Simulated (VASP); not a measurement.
# HfN (Pm-3m) in VASP: notebook

HfN is run at these levels: r2SCAN; tasks: single point.

Everything below comes from runs of VASP 6.6.1. Logs are shortened: lines on timing, memory, paths and dates and some standing lists are left out, and cuts for length are marked.

### 1 The cell of the first run

Symmetry: Pm-3m, No. 221, cubic system. Conventional cell: a = 2.742 Å, b = 2.742 Å, c = 2.742 Å, α = 90.00°, β = 90.00°, γ = 90.00°. Within 3.1 Å of Hf (site symmetry m-3m) lie 8 N at 2.37 Å and 6 Hf at 2.74 Å. N (site symmetry m-3m) has 8 Hf at 2.37 Å and 6 N at 2.74 Å within 3.1 Å.

### 2 Single point, r2SCAN

POSCAR

```
HfN
1.0
    2.7420856112      0.0000000000      0.0000000000
    0.0000000000      2.7420856112      0.0000000000
    0.0000000000      0.0000000000      2.7420856112
Hf N
1 1
Direct
    0.5000000000      0.5000000000      0.5000000000
    0.0000000000      0.0000000000      0.0000000000
```

INCAR.step1

```
PREC = Accurate ; ENCUT = 520
ISMEAR = -1 ; SIGMA = 0.05
LREAL = F ; LASPH = T
NELM = 80 ; NBANDS = 14
GGA = PE ; ALGO = Normal
EDIFF = 1E-4 ; LWAVE = T
LCHARG = F
```

INCAR.step2

```
PREC = Accurate ; ENCUT = 520
EDIFF = 1E-7 ; ISMEAR = -1
SIGMA = 0.05 ; LREAL = F
LASPH = T ; NELM = 80
ALGO = Normal ; ISIF = 2
LWAVE = F ; LCHARG = F
METAGGA = R2SCAN ; LMIXTAU = T
NBANDS = 14 ; ISTART = 1
```

KPOINTS

```
Automatic mesh
0
Gamma
  9 9 9
```

Potentials or basis: VASP PAW PBE potentials, release 64 (Hf_pv, N).

Started as:

```bash
cat potpaw_PBE.64/Hf_pv/POTCAR potpaw_PBE.64/N/POTCAR > POTCAR
cp INCAR.step1 INCAR
mpirun -np 1 vasp_std > vasp.out
cp INCAR.step2 INCAR
mpirun -np 1 vasp_std > vasp.out
```

OUTCAR:

```text
PREC = Accurate
   ENCUT = 520
   EDIFF = 1E-7
   ISMEAR = -1
   LREAL = F
   LASPH = T
   NELM = 80
   ISIF = 2
   METAGGA = R2SCAN
   ISTART = 1

 ion  position               nearest neighbor table
   1  0.500  0.500  0.500-   2 2.37   2 2.37   2 2.37   2 2.37   2 2.37   2 2.37   2 2.37   2 2.37

   2  0.000  0.000  0.000-   1 2.37   1 2.37   1 2.37   1 2.37   1 2.37   1 2.37   1 2.37   1 2.37

  LATTYP: Found a simple cubic cell.
 ALAT       =     2.7420856112

  Lattice vectors:

 A1 = (   2.7420856112,   0.0000000000,   0.0000000000)
 A2 = (   0.0000000000,   2.7420856112,   0.0000000000)
 A3 = (   0.0000000000,   0.0000000000,   2.7420856112)

Analysis of symmetry for initial positions (statically):
=====================================================================
 Subroutine PRICEL returns:
 Original cell was already a primitive cell.

 Routine SETGRP: Setting up the symmetry group for a
 simple cubic supercell.

 Subroutine GETGRP returns: Found 48 space group operations
 (whereof 48 operations were pure point group operations)
 out of a pool of 48 trial point group operations.

The static configuration has the point symmetry O_h .

Analysis of symmetry for dynamics (positions and initial velocities):
=====================================================================
 Subroutine PRICEL returns:
 Original cell was already a primitive cell.

 Routine SETGRP: Setting up the symmetry group for a
 simple cubic supercell.

 Subroutine GETGRP returns: Found 48 space group operations
 (whereof 48 operations were pure point group operations)
 out of a pool of 48 trial point group operations.

The dynamic configuration has the point symmetry O_h .

 Subroutine INISYM returns: Found 48 space group operations
 (whereof 48 operations are pure point group operations),
 and found     1 'primitive' translations

----------------------------------------------------------------------------------------

                                     Primitive cell

  volume of cell :      20.6178

  direct lattice vectors                    reciprocal lattice vectors
     2.742085611  0.000000000  0.000000000     0.364685915  0.000000000  0.000000000
     0.000000000  2.742085611  0.000000000     0.000000000  0.364685915  0.000000000
     0.000000000  0.000000000  2.742085611     0.000000000  0.000000000  0.364685915

  length of vectors
     2.742085611  2.742085611  2.742085611     0.364685915  0.364685915  0.364685915

  position of ions in fractional coordinates (direct lattice)
     0.500000000  0.500000000  0.500000000
     0.000000000  0.000000000  0.000000000

  ion indices of the primitive-cell ions
   primitive index   ion index
                 1           1
                 2           2

----------------------------------------------------------------------------------------

 KPOINTS: Automatic mesh

Automatic generation of k-mesh.
 Grid dimensions read from file:
 generate k-points for:    9    9    9

 Generating k-lattice:

  Cartesian coordinates                     Fractional coordinates (reciprocal lattice)
     0.040520657  0.000000000  0.000000000     0.111111111  0.000000000  0.000000000
     0.000000000  0.040520657  0.000000000     0.000000000  0.111111111  0.000000000
     0.000000000  0.000000000  0.040520657     0.000000000  0.000000000  0.111111111

  Length of vectors
     0.040520657  0.040520657  0.040520657

  Shift w.r.t. Gamma in fractional coordinates (k-lattice)
     0.000000000  0.000000000  0.000000000

 Subroutine IBZKPT returns following result:
 ===========================================

 Found     35 irreducible k-points:

 Following reciprocal coordinates:
            Coordinates               Weight
  0.000000  0.000000  0.000000      1.000000
  0.111111  0.000000  0.000000      6.000000
  0.222222  0.000000  0.000000      6.000000
  0.333333  0.000000  0.000000      6.000000
  0.444444  0.000000  0.000000      6.000000
  0.111111  0.111111  0.000000     12.000000
[... 16 lines left out ...]
  0.333333  0.333333  0.111111     24.000000
  0.444444  0.333333  0.111111     48.000000
 [... further k-points ...]
   k-points           NKPTS =     35   k-points in BZ     NKDIM =     35   number of bands    NBANDS=     14
   number of dos      NEDOS =    301   number of ions     NIONS =      2
   total plane-waves  NPLWV =   8000
   dimension x,y,z NGX =    20 NGY =   20 NGZ =   20
   dimension x,y,z NGXF=    40 NGYF=   40 NGZF=   40
   ions per type =               1   1
   NGX,Y,Z   is equivalent  to a cutoff of  12.13, 12.13, 12.13 a.u.
   NGXF,Y,Z  is equivalent  to a cutoff of  24.25, 24.25, 24.25 a.u.
 SYSTEM =  unknown system
   PREC   = accura    normal or accurate (medium, high low for compatibility)
   ISTART =      1    job   : 0-new  1-cont  2-samecut
   ICHARG =      0    charge: 1-file 2-atom 10-const
   ISPIN  =      1    spin polarized calculation?
   LNONCOLLINEAR =      F non collinear calculations
   LSORBIT =      F    spin-orbit coupling
   LASPH  =      T    aspherical Exc in radial PAW
   ENCUT  =  520.0 eV  38.22 Ry    6.18 a.u.   5.10  5.10  5.10*2*pi/ulx,y,z
   NELM   =     80;   NELMIN=  2; NELMDL=  0     # of ELM steps
   EDIFF  = 0.1E-06   stopping-criterion for ELM
   LREAL  =      F    real-space projection
   EDIFFG = 0.1E-05   stopping-criterion for IOM
   NSW    =      0    number of steps for IOM
   IBRION =     -1    ionic relax: 0-MD 1-quasi-New 2-CG
   NFREE  =      0    steps in history (QN), initial steepest desc. (CG)
   ISIF   =      2    stress and relaxation
   ISYM   =      2    0-nonsym 1-usesym 2-fastsym
   POTIM  = 0.5000    time-step for ionic-motion
   TEBEG  =    0.0;   TEEND  =   0.0 temperature during run
   PSTRESS=    0.0 pullay stress
   NELECT =      15.0000    total number of electrons
   NUPDOWN=      -1.0000    fix difference up-down
   EMIN   =  10.00;   EMAX   =-10.00  energy-range for DOS
   EFERMI =   0.00;   METHOD = LEGACY
   ISMEAR =    -1;   SIGMA  =   0.05  broadening in eV -4-tet -1-fermi 0-gaus
   EFERMI_NEDOS =   21; number of points for ismear=-14 and -15
   IALGO  =     38    algorithm
   IMIX   =      4    mixing-type and parameters
     AMIX     =   0.40;   BMIX     =  1.00
     AMIX_MAG =   1.60;   BMIX_MAG =  1.00
  volume/ion in A,a.u.               =      10.31        69.57
  Fermi-wavevector in a.u.,A,eV,Ry     =   1.472395  2.782422 29.496697  2.167946
  Thomas-Fermi vector in A             =   2.587415
   LORBIT       =      0    0 simple, 1 ext, 2 COOP (PROOUT), +10 PAW based schemes
   METAGGA = R2SCAN    functional components
   LHFCALC =     F    Hartree Fock is set to
   AEXX    =    0.0000 exact exchange contribution
   IVDW    =     0    specifies the selected vdW correction
   LEPSILON=     F    determine dielectric tensor
   LRPA    =     F    only Hartree local field effects (RPA)
 non-spin polarized calculation
  energy-cutoff  :      520.00
  volume of cell :       20.62
 maximum number of plane-waves:       565
   NGX = 11   NGY = 11   NGZ = 11

 number of electron      15.0000007 magnetization

 Free energy of the ion-electron system (eV)
  ---------------------------------------------------
  ext. energy  EPLUGINS =         0.00000000
  ---------------------------------------------------
  free energy    TOTEN  =       -56.10553184 eV

  energy without entropy =      -56.09653926  energy(sigma->0) =      -56.10103555

 E-fermi :   8.3026     XC(G=0): -14.3079

 val. band max:        8.2129125708   @ k =   0.1111   0.1111   0.0000
 cond. band min:       8.3669329572   @ k =   0.2222   0.2222   0.1111
 fundamental gap:      0.1540203864
 Fermi energy:         8.3025895654

 k-point     1 :       0.0000    0.0000    0.0000
  band No.  band energies     occupation
      1     -22.9092      2.00000
      2     -22.9092      2.00000
      3     -22.9092      2.00000
      4      -9.4509      2.00000
      5       5.4715      2.00000
      6       5.4715      2.00000
      7       6.9819      2.00000
      8       6.9819      2.00000
      9       6.9819      2.00000
     10      13.3785      0.00000
     11      15.4134      0.00000
     12      15.4134      0.00000
     13      15.4134      0.00000
     14      20.4022      0.00000

 k-point     2 :       0.1111    0.0000    0.0000
  band No.  band energies     occupation
      1     -23.1417      2.00000
      2     -22.8891      2.00000
      3     -22.8891      2.00000
      4      -9.1694      2.00000
      5       4.7689      2.00000
      6       5.6067      2.00000
      7       6.7508      2.00000
      8       6.7508      2.00000
      9       7.5124      2.00000
     10      14.1434      0.00000
     11      15.4904      0.00000
     12      15.4904      0.00000
     13      15.4923      0.00000
     14      20.4021      0.00000

 k-point     3 :       0.2222    0.0000    0.0000
  band No.  band energies     occupation
      1     -23.6941      2.00000
      2     -22.8376      2.00000
      3     -22.8376      2.00000
      4      -8.4341      2.00000
      5       3.0243      2.00000
      6       5.9736      2.00000
      7       6.1877      2.00000
      8       6.1877      2.00000
      9       9.4021      0.00000
     10      15.6796      0.00000
     11      15.6993      0.00000
     12      15.7386      0.00000
     13      15.7386      0.00000
     14      20.4022      0.00000
[... 324 lines left out ...]
 k-point    23 :       0.3333    0.3333    0.1111
  band No.  band energies     occupation
      1     -24.0402      2.00000
      2     -23.9522      2.00000
      3     -22.8557      2.00000
      4      -7.1873      2.00000
      5       2.3458      2.00000
      6       3.6758      2.00000
      7       5.7775      2.00000
      8       8.7263      0.00042
      9      12.4087      0.00000
     10      12.7185      0.00000
     11      14.7197      0.00000
     12      14.9109      0.00000
     13      19.2447      0.00000
     14      20.4022      0.00000

 k-point    24 :       0.4444    0.3333    0.1111
  band No.  band energies     occupation
      1     -24.3228      2.00000
      2     -23.9233      2.00000
      3     -22.8172      2.00000
      4      -7.1603      2.00000
      5       2.3928      2.00000
      6       3.4165      2.00000
      7       6.1883      2.00000
      8       8.4362      0.12928
      9      12.0376      0.00000
     10      12.4846      0.00000
     11      14.5880      0.00000
     12      16.0151      0.00000
     13      20.4020      0.00000
     14      20.8899      0.00000

 [... further k-points ...]

------------------------ aborting loop because EDIFF is reached ----------------------------------------

  FORCE on cell =-STRESS in cart. coord.  units (eV):
  Direction    XX          YY          ZZ          XY          YZ          ZX
  --------------------------------------------------------------------------------------
  -------------------------------------------------------------------------------------
  Total        2.1501602      2.1501602      2.1501602      0.0000000      0.0000000      0.0000000
  in kB      167.0853490    167.0853490    167.0853490      0.0000000      0.0000000      0.0000000
  external PRESSURE =     167.0853490 kB  Pullay stress =       0.0000000 kB

 VOLUME and BASIS-vectors are now :
 -----------------------------------------------------------------------------
  energy-cutoff  :      520.00
  volume of cell :       20.62
      direct lattice vectors                 reciprocal lattice vectors
     2.742085611  0.000000000  0.000000000     0.364685915  0.000000000  0.000000000
     0.000000000  2.742085611  0.000000000     0.000000000  0.364685915  0.000000000
     0.000000000  0.000000000  2.742085611     0.000000000  0.000000000  0.364685915

 POSITION                                       TOTAL-FORCE (eV/Angst)
 -----------------------------------------------------------------------------------
      1.37104      1.37104      1.37104         0.000000      0.000000      0.000000
      0.00000      0.00000      0.00000         0.000000      0.000000      0.000000
 -----------------------------------------------------------------------------------
    total drift:                               -0.000000      0.000000     -0.000000

  FREE ENERGIE OF THE ION-ELECTRON SYSTEM (eV)
  ---------------------------------------------------
  free  energy   TOTEN  =       -56.1055318361 eV

  energy  without entropy=      -56.0965392551  energy(sigma->0) =      -56.10103555
```

Wall time 22 s (1 thread of AMD EPYC 9R45 (Zen 5), shared host); peak memory 0.1 GiB.

What came out:

```
Free energy : -56.1055 eV
Pressure    : 16.7 GPa
```

Caveat: the PAW data sets were made with another functional, which shifts forces and pressure a little; spin-orbit coupling is left out, which moves the levels of the heavy elements.

### 3 Single point, r2SCAN

This run uses another cell than the first one, of 10.83 Å³/atom, 1.050 times its volume.

POSCAR

```
HfN
1.0
    2.7873100125      0.0000000000      0.0000000000
    0.0000000000      2.7873100125      0.0000000000
    0.0000000000      0.0000000000      2.7873100125
Hf N
1 1
Direct
    0.5000000000      0.5000000000      0.5000000000
    0.0000000000      0.0000000000      0.0000000000
```

INCAR.step1

```
SYSTEM = HfN
PREC = Accurate
ENCUT = 520
ISMEAR = -1
SIGMA = 0.05
LREAL = .FALSE.
LASPH = .TRUE.
NELM = 60
NBANDS = 14
GGA = PE
ALGO = Normal
EDIFF = 1E-4
LWAVE = .TRUE.
LCHARG = .FALSE.
```

INCAR.step2

```
SYSTEM = HfN
PREC = Accurate
ENCUT = 520
EDIFF = 1E-6
ISMEAR = -1
SIGMA = 0.05
LREAL = .FALSE.
LASPH = .TRUE.
NELM = 60
ALGO = Normal
ISIF = 2
LWAVE = .FALSE.
LCHARG = .TRUE.
METAGGA = R2SCAN
LMIXTAU = .TRUE.
LELF = .TRUE.
LVHAR = .TRUE.
NBANDS = 14
ISTART = 1
```

KPOINTS

```
regular mesh
0
G
  9 9 9
  0 0 0
```

Potentials or basis: VASP PAW PBE potentials, release 64 (Hf_pv, N).

Started as:

```bash
cat potpaw_PBE.64/Hf_pv/POTCAR potpaw_PBE.64/N/POTCAR > POTCAR
cp INCAR.step1 INCAR
mpirun -np 1 vasp_std > vasp.out
cp INCAR.step2 INCAR
mpirun -np 1 vasp_std > vasp.out
```

Wall time 29 s (1 thread of AMD EPYC 9R45 (Zen 5), shared host); peak memory 0.12 GiB.

The run converged. Its results:

| Item | Value |
| --- | --- |
| Free energy | -56.1659 eV |
| Pressure | 2.0 GPa |

Levels at points of the mesh, in eV from the Fermi level:
```tsv
k point	band 4	band 5	band 6	band 7	band 8	band 9	band 10	band 11	band 12	band 13
(0.00, 0.00, 0.00)	-17.41	-2.63	-2.63	-1.30	-1.30	-1.30	4.34	6.78	6.78	6.78
```

Caveat: the PAW data sets were made with another functional, which shifts forces and pressure a little; spin-orbit coupling is left out, which moves the levels of the heavy elements.

(Continued in part 2 of 2.)
